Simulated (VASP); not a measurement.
YS2, 6 atoms in the cell. The structure is cubic, space group Fd-3m (No. 227). Conventional cell: a = 7.724 Å, b = 7.724 Å, c = 7.724 Å, α = 90.00°, β = 90.00°, γ = 90.00°. Within 4.2 Å of Y (site symmetry -43m) lie 12 S at 3.20 Å and 4 Y at 3.34 Å. S (site symmetry -3m) has 6 S at 2.73 Å and 6 Y at 3.20 Å within 3.6 Å. 

```yaml
Program: VASP 6.6.1
Task: single point
Functional: PBE
Potentials_or_basis: VASP PAW PBE potentials, release 64 (Y_sv, S)
Cutoff: 520 eV
k_mesh: 4 × 4 × 4
Occupations: fermi-dirac, width 0.05 eV
Spin: no spin polarisation
Dipole_correction: no
Further_INCAR_settings: ALGO = Normal; EDIFF = 1e-06; NBANDS = 32
```

Potentials or basis: VASP PAW PBE potentials, release 64 (Y_sv, S).

Run with:

```bash
$ cat potpaw_PBE.64/Y_sv/POTCAR potpaw_PBE.64/S/POTCAR > POTCAR
$ mpirun -np 1 vasp_std > vasp.out
```

Hardware: 1 thread of AMD EPYC 7R13 Processor (Zen 3) (shared host).

Q: How long does it take, and how much memory?

A: Wall time 44 s on 1 thread of AMD EPYC 7R13 Processor (Zen 3), with other jobs on the host, peak memory 0.24 GiB. Counts: scf iterations 16, k points 8.
